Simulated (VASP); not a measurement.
# PbO2 (P4_2/mnm) in VASP: a series of runs, part 3 of 3

VASP 6.6.1. The steps go on from the part before.

### 5 Relaxation of cell and atoms, r2SCAN

POSCAR

```
PbO2
1.0
    4.9949598700      0.0000000000      0.0000000000
    0.0000000000      4.9949598700      0.0000000000
    0.0000000000      0.0000000000      3.4090009600
Pb O
2 4
Direct
    0.5000000000      0.5000000000      0.5000000000
    0.0000000000      0.0000000000      0.0000000000
    0.6925710400      0.6925710400      0.0000000000
    0.8074289600      0.1925710400      0.5000000000
    0.1925710400      0.8074289600      0.5000000000
    0.3074289600      0.3074289600      0.0000000000
```

INCAR.step1

```
SYSTEM = PbO2
  METAGGA = R2SCAN
  ISMEAR = 0
  SIGMA = 0.03
  LWAVE = .False.
  LCHARG = .False.
  NSW = 60
  PREC = Accurate
  LASPH = .True.
  LREAL = .False.
  ALGO = Normal
  EDIFF = 1E-7
  NELM = 120
  GGA_COMPAT = .False.
  IBRION = 2
  ISIF = 3
  EDIFFG = -0.005
  NELMIN = 4
  ENCUT = 690
  EFERMI = MIDGAP
  LMIXTAU = .True.
  KPAR = 8
```

INCAR.step3

```
SYSTEM = PbO2
  METAGGA = R2SCAN
  ISMEAR = 0
  SIGMA = 0.03
  LWAVE = .False.
  LCHARG = .False.
  PREC = Accurate
  LASPH = .True.
  LREAL = .False.
  ALGO = Normal
  EDIFF = 1E-7
  NELM = 120
  GGA_COMPAT = .False.
  ISIF = 2
  ENCUT = 690
  EFERMI = MIDGAP
  LMIXTAU = .True.
  KPAR = 8
```

KPOINTS

```
k-points
0
Gamma
  5 5 7
```

Potentials or basis: VASP PAW PBE potentials, release 64 (Pb_d_GW, O_GW).

On the command line:

```bash
$ cat potpaw_PBE.64/Pb_d_GW/POTCAR potpaw_PBE.64/O_GW/POTCAR > POTCAR
$ cp INCAR.step1 INCAR
$ cp POSCAR.step1 POSCAR
$ mpirun -np 8 vasp_std > vasp.out
$ cp CONTCAR POSCAR
$ mpirun -np 8 vasp_std > vasp.out
$ cp CONTCAR POSCAR
$ cp INCAR.step3 INCAR
$ mpirun -np 8 vasp_std > vasp.out
```

OUTCAR:

```text
SYSTEM = PbO2
   METAGGA = R2SCAN
   ISMEAR = 0
   PREC = Accurate
   LASPH = .True.
   LREAL = .False.
   EDIFF = 1E-7
   NELM = 120
   ISIF = 2
   ENCUT = 690
   EFERMI = MIDGAP

 Found     24 irreducible k-points:

 Following reciprocal coordinates:
            Coordinates               Weight
  0.000000  0.000000  0.000000      1.000000
  0.200000  0.000000  0.000000      4.000000
  0.400000  0.000000  0.000000      4.000000
  0.200000  0.200000  0.000000      4.000000
  0.400000  0.200000  0.000000      8.000000
  0.400000  0.400000  0.000000      4.000000
   k-points           NKPTS =     24   k-points in BZ     NKDIM =     24   number of bands    NBANDS=     33
   number of dos      NEDOS =    301   number of ions     NIONS =      6
   total plane-waves  NPLWV =  69120
   dimension x,y,z NGX =    48 NGY =   48 NGZ =   30
   dimension x,y,z NGXF=    96 NGYF=   96 NGZF=   60
   ions per type =               2   4
   NGX,Y,Z   is equivalent  to a cutoff of  16.02, 16.02, 14.63 a.u.
   NGXF,Y,Z  is equivalent  to a cutoff of  32.03, 32.03, 29.27 a.u.
 SYSTEM =  PbO2
   PREC   = accura    normal or accurate (medium, high low for compatibility)
   ISTART =      0    job   : 0-new  1-cont  2-samecut
   ICHARG =      2    charge: 1-file 2-atom 10-const
   ISPIN  =      1    spin polarized calculation?
   LNONCOLLINEAR =      F non collinear calculations
   LSORBIT =      F    spin-orbit coupling
   LASPH  =      T    aspherical Exc in radial PAW
   ENCUT  =  690.0 eV  50.71 Ry    7.12 a.u.  10.67 10.67  7.30*2*pi/ulx,y,z
   NELM   =    120;   NELMIN=  2; NELMDL=  0     # of ELM steps
   EDIFF  = 0.1E-06   stopping-criterion for ELM
   LREAL  =      F    real-space projection
   EDIFFG = 0.1E-05   stopping-criterion for IOM
   NSW    =      0    number of steps for IOM
   IBRION =     -1    ionic relax: 0-MD 1-quasi-New 2-CG
   NFREE  =      0    steps in history (QN), initial steepest desc. (CG)
   ISIF   =      2    stress and relaxation
   ISYM   =      2    0-nonsym 1-usesym 2-fastsym
   POTIM  = 0.5000    time-step for ionic-motion
   TEBEG  =    0.0;   TEEND  =   0.0 temperature during run

   SCALEE = 1.0000    scale energy and forces
   PSTRESS=    0.0 pullay stress
   NELECT =      56.0000    total number of electrons
   NUPDOWN=      -1.0000    fix difference up-down
   EMIN   =  10.00;   EMAX   =-10.00  energy-range for DOS
   EFERMI =   0.00;   METHOD = MIDGAP
   ISMEAR =     0;   SIGMA  =   0.03  broadening in eV -4-tet -1-fermi 0-gaus
   EFERMI_NEDOS =   21; number of points for ismear=-14 and -15
   IALGO  =     38    algorithm
   IMIX   =      4    mixing-type and parameters
     AMIX     =   0.40;   BMIX     =  1.00
     AMIX_MAG =   1.60;   BMIX_MAG =  1.00
  volume/ion in A,a.u.               =      14.10        95.17
  Fermi-wavevector in a.u.,A,eV,Ry     =   1.426632  2.695944 27.691649  2.035279
  Thomas-Fermi vector in A             =   2.546888
   LORBIT       =      0    0 simple, 1 ext, 2 COOP (PROOUT), +10 PAW based schemes
   METAGGA = R2SCAN    functional components
   LHFCALC =     F    Hartree Fock is set to
   AEXX    =    0.0000 exact exchange contribution
   IVDW    =     0    specifies the selected vdW correction
   LEPSILON=     F    determine dielectric tensor
   LRPA    =     F    only Hartree local field effects (RPA)

   CSHIFT  =0.1000    complex shift for real part using Kramers Kronig

   OMEGAMAX=  -1.0    maximum frequency
 non-spin polarized calculation
 Gauss-broadening in eV      SIGMA  =   0.03
  energy-cutoff  :      690.00
  volume of cell :       84.62
 maximum number of plane-waves:      3503
 NGX is ok and might be reduce to    48
   NGX = 21   NGY = 21   NGZ = 15

 number of electron      56.0000011 magnetization

 Free energy of the ion-electron system (eV)
  ---------------------------------------------------
  ext. energy  EPLUGINS =         0.00000000
  ---------------------------------------------------
  free energy    TOTEN  =      -141.94091280 eV

  energy without entropy =     -141.94091087  energy(sigma->0) =     -141.94091183

 E-fermi :   1.2771     XC(G=0): -11.4685

 val. band max:        1.2074501361   @ k =   0.0000   0.0000   0.1429
 cond. band min:       1.3418174774   @ k =   0.0000   0.0000   0.0000
 fundamental gap:      0.1343673413
 Fermi energy:         1.2771070087

 k-point     1 :       0.0000    0.0000    0.0000
  band No.  band energies     occupation
      1    -138.8849      2.00000
      2    -138.8849      2.00000
      3     -17.8712      2.00000
      4     -17.7061      2.00000
      5     -16.2038      2.00000
      6     -16.2038      2.00000
[... 25 lines left out ...]
     32       7.8412      0.00000
     33      11.5875      0.00000
[... 149 lines left out ...]
      3     -17.7425      2.00000
      4     -17.6620      2.00000
      5     -16.4698      2.00000
      6     -16.2679      2.00000
[... 25 lines left out ...]
     32       8.6601      0.00000
     33      12.0256      0.00000

 [... further k-points ...]
[... 5 lines left out ...]
  --------------------------------------------------------------------------------------
  -------------------------------------------------------------------------------------
  Total        0.0000680      0.0000680      0.0165065      0.0000000      0.0000000      0.0000000
  in kB        0.0012879      0.0012879      0.3125276      0.0000000      0.0000000      0.0000000
  external PRESSURE =       0.1050344 kB  Pullay stress =       0.0000000 kB

 VOLUME and BASIS-vectors are now :
 -----------------------------------------------------------------------------
  energy-cutoff  :      690.00
  volume of cell :       84.62
      direct lattice vectors                 reciprocal lattice vectors
     4.982680484  0.000000000  0.000000000     0.200695189  0.000000000  0.000000000
     0.000000000  4.982680484  0.000000000     0.000000000  0.200695189  0.000000000
     0.000000000  0.000000000  3.408400175     0.000000000  0.000000000  0.293392779

 POSITION                                       TOTAL-FORCE (eV/Angst)
 -----------------------------------------------------------------------------------
      2.49134      2.49134      1.70420         0.000000      0.000000     -0.000000
      0.00000      0.00000      0.00000         0.000000      0.000000     -0.000000
      3.45220      3.45220      0.00000        -0.001994     -0.001994     -0.000000
      4.02182      0.96086      1.70420         0.001994     -0.001994     -0.000000
      0.96086      4.02182      1.70420        -0.001994      0.001994      0.000000
      1.53048      1.53048      0.00000         0.001994      0.001994      0.000000
 -----------------------------------------------------------------------------------
    total drift:                               -0.000000     -0.000000      0.000000

  FREE ENERGIE OF THE ION-ELECTRON SYSTEM (eV)
  ---------------------------------------------------
  free  energy   TOTEN  =      -141.9409127954 eV

  energy  without entropy=     -141.9409108707  energy(sigma->0) =     -141.94091183
```

Run time: 10 min. Hardware: 8 MPI ranks of AMD EPYC 7R13 (Zen 3), shared host; peak memory 0.37 GiB.

Results:

- Free energy: -141.9409 eV
- Relaxed volume: 14.10 Å³/atom
- Relaxed cell: a = 4.983 Å, b = 4.983 Å, c = 3.408 Å, α = 90.00°, β = 90.00°, γ = 90.00°
- Space group after relaxing (to 0.1 Å): P4_2/mnm (No. 136)
- Energy gained by relaxing: 0.0 meV/atom
- Ionic steps: 9
- Pressure after relaxing: 0.0 GPa
- Band gap on the k mesh: 0.13 eV (least direct gap 0.54 eV)

Forces on the atoms (eV/Å):
```
Pb   0.000  0.000  0.000
Pb   0.000  0.000  0.000
O   -0.002 -0.002  0.000
O    0.002 -0.002  0.000
O   -0.002  0.002  0.000
O    0.002  0.002  0.000
```

Step by step:
```csv
step,energy change (eV),largest force (eV/Å),pressure (GPa),volume (Å³)
1,0.0000,0.0154,-0.66,85.05
2,-0.0002,0.0256,0.61,84.34
3,-0.0008,0.0208,0.02,84.67
4,-0.0009,0.0059,0.00,84.65
5,-0.0009,0.0009,-0.01,84.64
6,-0.0009,0.0111,-0.02,84.63
7,-0.0009,0.0059,-0.01,84.64
8,-0.0010,0.0031,0.00,84.62
9,-0.0001,0.0028,0.01,84.62
```

Final structure:
```yaml
crystal:
  lattice:
    - [4.98268, 0.00000, 0.00000]
    - [0.00000, 4.98268, 0.00000]
    - [0.00000, 0.00000, 3.40840]
  atoms:
    - { symbol: Pb, position: [0.50000, 0.50000, 0.50000] }
    - { symbol: Pb, position: [0.00000, 0.00000, 0.00000] }
    - { symbol: O, position: [0.69284, 0.69284, 0.00000] }
    - { symbol: O, position: [0.80716, 0.19284, 0.50000] }
    - { symbol: O, position: [0.19284, 0.80716, 0.50000] }
    - { symbol: O, position: [0.30716, 0.30716, 0.00000] }
```

Levels at points of the mesh, in eV from the valence-band top:
| k point | band 25 | band 26 | band 27 | band 28 | band 29 | band 30 | band 31 | band 32 |
| --- | --- | --- | --- | --- | --- | --- | --- | --- |
| (0.00, 0.00, 0.00) | -0.53 | -0.46 | -0.46 | -0.41 | 0.13 | 4.89 | 6.63 | 6.63 |

Caveat: the PAW data sets were made with another functional, which shifts forces and pressure a little; spin-orbit coupling is left out, which moves the levels of the heavy elements; an odd mesh through Γ misses points on the zone boundary, where band edges can lie.

### 6 Single point, PBEsol

This run uses another cell than the first one, of 12.14 Å³/atom.

INCAR

```
SYSTEM = PbO2
ALGO = Normal ; EDIFF = 1E-6
ENCUT = 520 ; GGA = PS
ISIF = 2 ; ISMEAR = -1
LASPH = .True. ; LCHARG = .False.
LREAL = .False. ; LWAVE = .False.
NBANDS = 35 ; NELM = 80
PREC = Accurate ; SIGMA = 0.05
```

KPOINTS

```
k-points
0
Gamma
  5 5 6
  0 0 0
```

POSCAR

```
PbO2
1.0
    4.6369574270      0.0000000000      0.0000000000
    0.0000000000      4.6369574270      0.0000000000
    0.0000000000      0.0000000000      3.3874471396
Pb O
2 4
Direct
    0.5000000000      0.5000000000      0.5000000000
    0.0000000000      0.0000000000      0.0000000000
    0.6918318166      0.6918318166      0.0000000000
    0.8081681834      0.1918318166      0.5000000000
    0.1918318166      0.8081681834      0.5000000000
    0.3081681834      0.3081681834      0.0000000000
```

Potentials or basis: VASP PAW PBE potentials, release 64 (Pb_d, O).

On the command line:

```bash
$ cat potpaw_PBE.64/Pb_d/POTCAR potpaw_PBE.64/O/POTCAR > POTCAR
$ mpirun -np 1 vasp_std > vasp.out
```

Run time: 98 s. Hardware: 1 thread of Intel Xeon 8259CL, shared host; peak memory 0.21 GiB.

The run converged. Its results:

```yaml
Free_energy: -33.0469 eV
Pressure: 30.4 GPa
Largest_force: 0.004 eV/Å
Band_gap_on_the_k_mesh: zero (bands 26 and 27 overlap by 0.12 eV)
```

Forces on the atoms (eV/Å):
```
Pb   0.000  0.000  0.000
Pb   0.000  0.000  0.000
O    0.003  0.003  0.000
O   -0.003  0.003  0.000
O    0.003 -0.003  0.000
O   -0.003 -0.003  0.000
```

Stress tensor (GPa, compression positive):
```
30.34  0.00  0.00
 0.00 30.34  0.00
 0.00  0.00 30.53
```

Levels at points of the mesh, in eV from the Fermi level:
| k point | band 22 | band 23 | band 24 | band 25 | band 26 | band 27 | band 28 | band 29 | band 30 | band 31 |
| --- | --- | --- | --- | --- | --- | --- | --- | --- | --- | --- |
| (0.00, 0.00, 0.00) | -1.00 | -0.79 | -0.77 | -0.77 | -0.54 | -0.27 | 4.84 | 5.71 | 5.71 | 9.99 |
| (0.00, 0.00, 0.50) | -2.36 | -1.75 | -1.75 | -1.26 | -1.26 | 4.79 | 4.79 | 9.55 | 9.55 | 9.58 |

Caveat: the cell stands under pressure; semilocal functionals underestimate gaps, so a narrow gap can read as zero; the PAW data sets were made with another functional, which shifts forces and pressure a little; spin-orbit coupling is left out, which moves the levels of the heavy elements.

### 7 Summary

```tsv
task	level	potentials or basis	cell	k mesh	cutoff (eV)	smearing	dipole correction	tolerance level	purpose	passes	gap on the mesh (eV)	pressure (GPa)	largest force (eV/Å)
single point	PBE	VASP PAW PBE potentials, release 64 (Pb_d, O)	a = 4.995, b = 4.995, c = 3.409 Å, 6 atoms	6 × 6 × 8	520	fermi-dirac 0.05 eV	no	-	-	-	0.09	6.0	0.05
single point	PBEsol	VASP PAW PBE potentials, release 64 (Pb_d, O)	a = 4.998, b = 4.998, c = 3.411 Å, 6 atoms	6 × 6 × 8	520	fermi-dirac 0.05 eV	no	-	-	-	0.06	0.2	-
single point	r2SCAN	VASP PAW PBE potentials, release 64 (Pb_d, O)	a = 4.986, b = 4.986, c = 3.403 Å, 6 atoms	6 × 6 × 8	520	fermi-dirac 0.05 eV	no	-	-	-	-	0.9	0.02
relaxation of cell and atoms	r2SCAN	VASP PAW PBE potentials, release 64 (Pb_d_GW, O_GW)	relaxed from a = 4.995, b = 4.995, c = 3.409 Å, 6 atoms	5 × 5 × 7	690	gaussian 0.03 eV	-	standard	choice of potentials	2	0.13	0.0	-
single point	PBEsol	VASP PAW PBE potentials, release 64 (Pb_d, O)	a = 4.637, b = 4.637, c = 3.387 Å, 6 atoms	5 × 5 × 6	520	fermi-dirac 0.05 eV	no	-	-	-	none	30.4	-
```

Alike in all rows: no spin polarisation.

Caveats: spin-orbit coupling is left out, which moves the levels of the heavy elements; the PAW data sets were made with another functional, which shifts forces and pressure a little (at least some runs); the cell stands under pressure (at least some runs); an odd mesh through Γ misses points on the zone boundary, where band edges can lie (at least some runs); semilocal functionals underestimate gaps, so a narrow gap can read as zero (at least some runs).

Total energies depend on the potentials used, so only differences within one code and one set of settings carry meaning.
